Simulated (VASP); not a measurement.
# TiNi (Pm-3m) in VASP: a series of runs

The runs below take TiNi through single point, with LDA.

Everything below comes from runs of VASP 6.6.1. Logs are shortened: lines on timing, memory, paths and dates and some standing lists are left out, and cuts for length are marked.

**1. The cell of the first run**

The structure is cubic, space group Pm-3m (No. 221). The conventional cell has a = 3.027 Å, b = 3.027 Å, c = 3.027 Å, α = 90.00°, β = 90.00°, γ = 90.00°. Within 3.5 Å of Ti (site symmetry m-3m) lie 8 Ni at 2.62 Å and 6 Ti at 3.03 Å. Ni (site symmetry m-3m) has 8 Ti at 2.62 Å and 6 Ni at 3.03 Å within 3.5 Å.

**2. Single point, LDA, collinear spin, ferromagnetic start**

Contents of INCAR:

```
SYSTEM = TiNi
  PREC = Accurate
  ENCUT = 520
  EDIFF = 1E-6
  ISMEAR = -1
  SIGMA = 0.05
  LREAL = .FALSE.
  LASPH = .TRUE.
  NELM = 150
  ALGO = Normal
  ISIF = 2
  LWAVE = .FALSE.
  LCHARG = .FALSE.
  ISPIN = 2
  MAGMOM = 0 1.5
  LORBIT = 11
  LMAXMIX = 4
  NBANDS = 22
```

Contents of KPOINTS:

```
Automatic mesh
0
G
  10 10 10
  0 0 0
```

Contents of POSCAR:

```
TiNi
1.0
    3.0273871671      0.0000000000      0.0000000000
    0.0000000000      3.0273871671      0.0000000000
    0.0000000000      0.0000000000      3.0273871671
Ti Ni
1 1
Direct
    0.5000000000      0.5000000000      0.5000000000
    0.0000000000      0.0000000000      0.0000000000
```

Potentials or basis: VASP PAW LDA potentials, release 64 (Ti_sv, Ni).

On the command line:

```bash
> cat potpaw_LDA.64/Ti_sv/POTCAR potpaw_LDA.64/Ni/POTCAR > POTCAR
> mpirun -np 1 vasp_std > vasp.out
```

OUTCAR:

```text
SYSTEM = TiNi
   PREC = Accurate
   ENCUT = 520
   EDIFF = 1E-6
   ISMEAR = -1
   LREAL = .FALSE.
   LASPH = .TRUE.
   NELM = 150
   ISIF = 2
   ISPIN = 2
   LORBIT = 11

 ion  position               nearest neighbor table
   1  0.500  0.500  0.500-   2 2.62   2 2.62   2 2.62   2 2.62   2 2.62   2 2.62   2 2.62   2 2.62

   2  0.000  0.000  0.000-   1 2.62   1 2.62   1 2.62   1 2.62   1 2.62   1 2.62   1 2.62   1 2.62

  LATTYP: Found a simple cubic cell.
 ALAT       =     3.0273871671

  Lattice vectors:

 A1 = (   3.0273871671,   0.0000000000,   0.0000000000)
 A2 = (   0.0000000000,   3.0273871671,   0.0000000000)
 A3 = (   0.0000000000,   0.0000000000,   3.0273871671)

Analysis of symmetry for initial positions (statically):
=====================================================================
 Subroutine PRICEL returns:
 Original cell was already a primitive cell.

 Routine SETGRP: Setting up the symmetry group for a
 simple cubic supercell.

 Subroutine GETGRP returns: Found 48 space group operations
 (whereof 48 operations were pure point group operations)
 out of a pool of 48 trial point group operations.

The static configuration has the point symmetry O_h .

Analysis of symmetry for dynamics (positions and initial velocities):
=====================================================================
 Subroutine PRICEL returns:
 Original cell was already a primitive cell.

 Routine SETGRP: Setting up the symmetry group for a
 simple cubic supercell.

 Subroutine GETGRP returns: Found 48 space group operations
 (whereof 48 operations were pure point group operations)
 out of a pool of 48 trial point group operations.

The dynamic configuration has the point symmetry O_h .

Analysis of structural, dynamic, and magnetic symmetry:
=====================================================================
 Subroutine PRICEL returns:
 Original cell was already a primitive cell.

 Routine SETGRP: Setting up the symmetry group for a
 simple cubic supercell.

 Subroutine GETGRP returns: Found 48 space group operations
 (whereof 48 operations were pure point group operations)
 out of a pool of 48 trial point group operations.

The overall configuration has the point symmetry O_h .

 Subroutine INISYM returns: Found 48 space group operations
 (whereof 48 operations are pure point group operations),
 and found     1 'primitive' translations

----------------------------------------------------------------------------------------

                                     Primitive cell

  volume of cell :      27.7462

[... 106 lines left out ...]
   IMIX   =      4    mixing-type and parameters
     AMIX     =   0.40;   BMIX     =  1.00
     AMIX_MAG =   1.60;   BMIX_MAG =  1.00
  volume/ion in A,a.u.               =      13.87        93.62
  Fermi-wavevector in a.u.,A,eV,Ry     =   1.515239  2.863386 31.238279  2.295949
  Thomas-Fermi vector in A             =   2.624789
   LORBIT       =     11    0 simple, 1 ext, 2 COOP (PROOUT), +10 PAW based schemes
   GGA     = CA    functional components
   LHFCALC =     F    Hartree Fock is set to
   AEXX    =    0.0000 exact exchange contribution
   IVDW    =     0    specifies the selected vdW correction
   LEPSILON=     F    determine dielectric tensor
   LRPA    =     F    only Hartree local field effects (RPA)
 spin polarized calculation
  energy-cutoff  :      520.00
  volume of cell :       27.75
 maximum number of plane-waves:       768
 NGX is ok and might be reduce to    24
   NGX = 11   NGY = 11   NGZ = 11

 number of electron      21.9999997 magnetization       0.0003826

 number of electron      21.9999997 magnetization      -0.0002184

 Free energy of the ion-electron system (eV)
  ---------------------------------------------------
  ext. energy  EPLUGINS =         0.00000000
  ---------------------------------------------------
  free energy    TOTEN  =       -15.78949381 eV

  energy without entropy =      -15.76795183  energy(sigma->0) =      -15.77872282

 E-fermi :   8.8703     XC(G=0): -12.6143

 val. band max:        8.8675723843   @ k =   0.3000   0.3000   0.0000
 cond. band min:       8.8769950127   @ k =   0.3000   0.3000   0.3000
 fundamental gap:      0.0094226284
 Fermi energy:         8.8703331507

 spin component 1

 k-point     1 :       0.0000    0.0000    0.0000
  band No.  band energies     occupation
      1     -47.6930      1.00000
      2     -24.1787      1.00000
      3     -24.1787      1.00000
      4     -24.1787      1.00000
      5       1.2770      1.00000
      6       5.1606      1.00000
[... 589 lines left out ...]
     21      26.2109      0.00000
     22      26.2862      0.00000

 [... further k-points ...]

 spin component 2

 k-point     1 :       0.0000    0.0000    0.0000
  band No.  band energies     occupation
      1     -47.6930      1.00000
      2     -24.1787      1.00000
      3     -24.1787      1.00000
      4     -24.1787      1.00000
      5       1.2770      1.00000
      6       5.1605      1.00000
[... 589 lines left out ...]
     21      26.2109      0.00000
     22      26.2862      0.00000

 [... further k-points ...]
[... 5 lines left out ...]
  --------------------------------------------------------------------------------------
  -------------------------------------------------------------------------------------
  Total       -2.4343058     -2.4343058     -2.4343058     -0.0000000     -0.0000000      0.0000000
  in kB     -140.5664955   -140.5664955   -140.5664955     -0.0000000     -0.0000000      0.0000000
  external PRESSURE =    -140.5664955 kB  Pullay stress =       0.0000000 kB

 VOLUME and BASIS-vectors are now :
 -----------------------------------------------------------------------------
  energy-cutoff  :      520.00
  volume of cell :       27.75
      direct lattice vectors                 reciprocal lattice vectors
     3.027387167  0.000000000  0.000000000     0.330317843  0.000000000  0.000000000
     0.000000000  3.027387167  0.000000000     0.000000000  0.330317843  0.000000000
     0.000000000  0.000000000  3.027387167     0.000000000  0.000000000  0.330317843

 POSITION                                       TOTAL-FORCE (eV/Angst)
 -----------------------------------------------------------------------------------
      1.51369      1.51369      1.51369         0.000000      0.000000      0.000000
      0.00000      0.00000      0.00000         0.000000      0.000000      0.000000
 -----------------------------------------------------------------------------------
    total drift:                                0.000000      0.000000     -0.000000

  FREE ENERGIE OF THE ION-ELECTRON SYSTEM (eV)
  ---------------------------------------------------
  free  energy   TOTEN  =       -15.7894938121 eV

  energy  without entropy=      -15.7679518254  energy(sigma->0) =      -15.77872282

 total charge

# of ion       s       p       d       tot
------------------------------------------
    1        2.234   6.151   1.844  10.228
    2        0.570   0.448   8.322   9.340
--------------------------------------------------
tot          2.804   6.598  10.166  19.568

 magnetization (x)

# of ion       s       p       d       tot
------------------------------------------
    1        0.000   0.000  -0.000  -0.000
    2       -0.000  -0.000  -0.000  -0.000
--------------------------------------------------
tot         -0.000  -0.000  -0.000  -0.000
```

OSZICAR:

```text
N       E                     dE             d eps       ncg     rms          rms(c)
DAV:   1     0.180253157691E+03    0.18025E+03   -0.10094E+04  5112   0.126E+03
DAV:   2    -0.220330881675E+01   -0.18246E+03   -0.17435E+03  4982   0.319E+02
DAV:   3    -0.174879201682E+02   -0.15285E+02   -0.14870E+02  7514   0.886E+01
DAV:   4    -0.181072360284E+02   -0.61932E+00   -0.61654E+00  5490   0.149E+01
DAV:   5    -0.181236501994E+02   -0.16414E-01   -0.16412E-01  5948   0.235E+00    0.139E+01
DAV:   6    -0.164563839180E+02    0.16673E+01   -0.98076E+00  5566   0.445E+01    0.814E+00
DAV:   7    -0.175679738643E+02   -0.11116E+01   -0.12784E+01  5922   0.369E+01    0.196E+01
DAV:   8    -0.158129052980E+02    0.17551E+01   -0.12207E+01  5648   0.280E+01    0.187E+00
DAV:   9    -0.157927753138E+02    0.20130E-01   -0.21829E-01  7012   0.463E+00    0.123E+00
DAV:  10    -0.157921898239E+02    0.58549E-03   -0.19362E-02  5522   0.132E+00    0.791E-01
DAV:  11    -0.157902352135E+02    0.19546E-02   -0.34246E-03  6812   0.624E-01    0.376E-01
DAV:  12    -0.157896991094E+02    0.53610E-03   -0.10580E-03  6570   0.307E-01    0.184E-01
DAV:  13    -0.157895091966E+02    0.18991E-03   -0.53567E-04  6734   0.200E-01    0.457E-02
DAV:  14    -0.157894991067E+02    0.10090E-04   -0.34865E-05  6140   0.486E-02    0.250E-02
DAV:  15    -0.157894953447E+02    0.37620E-05   -0.32576E-06  4758   0.162E-02    0.139E-02
DAV:  16    -0.157894942249E+02    0.11198E-05   -0.92317E-07  2944   0.794E-03    0.820E-03
DAV:  17    -0.157894938121E+02    0.41277E-06   -0.91715E-07  2578   0.821E-03
   1 F= -.15789494E+02 E0= -.15778723E+02  d E =-.215420E-01  mag=     0.0000
```

stdout:

```text
POSCAR found type information on POSCAR TiNi
 POSCAR found :  2 types and       2 ions
 scaLAPACK will be used
 LDA part: xc-table for (Slater(with rela. corr.)+CA(PZ))
 , standard interpolation
 POSCAR, INCAR and KPOINTS ok, starting setup
 FFT: planning ... GRIDC
 FFT: planning ... GRID_SOFT
 FFT: planning ... GRID
 WAVECAR not read
 entering main loop
```

Run time: 39 s. Hardware: 1 thread of Intel Xeon Platinum 8375C at 2.90GHz (Ice Lake), shared host; peak memory 0.17 GiB.

What came out:

* Free energy: -15.7895 eV
* Pressure: -14.1 GPa
* Band gap on the k mesh: zero (filled and empty bands overlap)
* Net moment: 0.00 μB per cell
* Valence electrons inside the program's atomic spheres: Ti 10.23; Ni 9.34

Caveat: the starting moments collapsed, and a magnetic state may lie lower.

**3. Single point, LDA, collinear spin, ferromagnetic start**

This run uses another cell than the first one, of 14.41 Å³/atom, 1.038 times its volume.

Contents of INCAR:

```
PREC = Accurate
ENCUT = 520
EDIFF = 1E-7
ISMEAR = -1
SIGMA = 0.05
LREAL = False
LASPH = True
NELM = 150
ALGO = Normal
ISIF = 2
LWAVE = False
LCHARG = False
ISPIN = 2
MAGMOM = 0 1.5
LORBIT = 11
LMAXMIX = 4
GGA = CA
NBANDS = 22
```

Contents of KPOINTS:

```
regular mesh
0
Gamma
  10 10 10
```

Contents of POSCAR:

```
TiNi
1.0
    3.0657125922      0.0000000000      0.0000000000
    0.0000000000      3.0657125922      0.0000000000
    0.0000000000      0.0000000000      3.0657125922
Ti Ni
1 1
Direct
    0.5000000000      0.5000000000      0.5000000000
    0.0000000000      0.0000000000      0.0000000000
```

Potentials or basis: VASP PAW LDA potentials, release 64 (Ti_sv, Ni).

On the command line:

```bash
> cat potpaw_LDA.64/Ti_sv/POTCAR potpaw_LDA.64/Ni/POTCAR > POTCAR
> mpirun -np 1 vasp_std > vasp.out
```

It took 48 s on 1 thread of Intel Xeon Platinum 8375C at 2.90GHz (Ice Lake), shared host; peak memory 0.17 GiB.

Results (log left out):

```yaml
Free_energy: -15.6813 eV
Pressure: -18.4 GPa
Band_gap_on_the_k_mesh: zero (filled and empty bands overlap)
Net_moment: 0.00 μB per cell
Valence_electrons_inside_the_program's_atomic_spheres: Ti 10.18; Ni 9.29
```

Levels at points of the mesh, in eV from the Fermi level:
Spin up:
| k point | band 9 | band 10 | band 11 | band 12 | band 13 | band 14 |
| --- | --- | --- | --- | --- | --- | --- |
| (0.00, 0.00, 0.00) | -1.85 | -1.85 | 0.37 | 0.37 | 2.31 | 2.31 |
| (0.50, 0.00, 0.00) | -1.94 | -1.57 | -0.66 | -0.63 | 0.57 | 0.57 |
| (0.50, 0.50, 0.00) | -1.21 | -0.73 | 0.50 | 0.50 | 0.80 | 2.05 |
| (0.50, 0.50, 0.50) | -1.93 | -1.93 | -1.19 | -1.19 | 2.78 | 2.78 |
Spin down:
```tsv
k point	band 7	band 8	band 9	band 10	band 11	band 12	band 13	band 14	band 15	band 16
(0.00, 0.00, 0.00)	-3.52	-1.85	-1.85	-1.85	0.37	0.37	2.31	2.31	2.31	8.19
(0.50, 0.00, 0.00)	-2.50	-1.94	-1.94	-1.57	-0.66	-0.63	0.57	0.57	1.99	3.40
(0.50, 0.50, 0.00)	-2.53	-2.53	-1.21	-0.73	0.50	0.50	0.80	2.05	2.05	2.71
(0.50, 0.50, 0.50)	-2.61	-1.93	-1.93	-1.93	-1.19	-1.19	2.78	2.78	5.62	7.51
```

Caveat: the starting moments collapsed, and a magnetic state may lie lower.
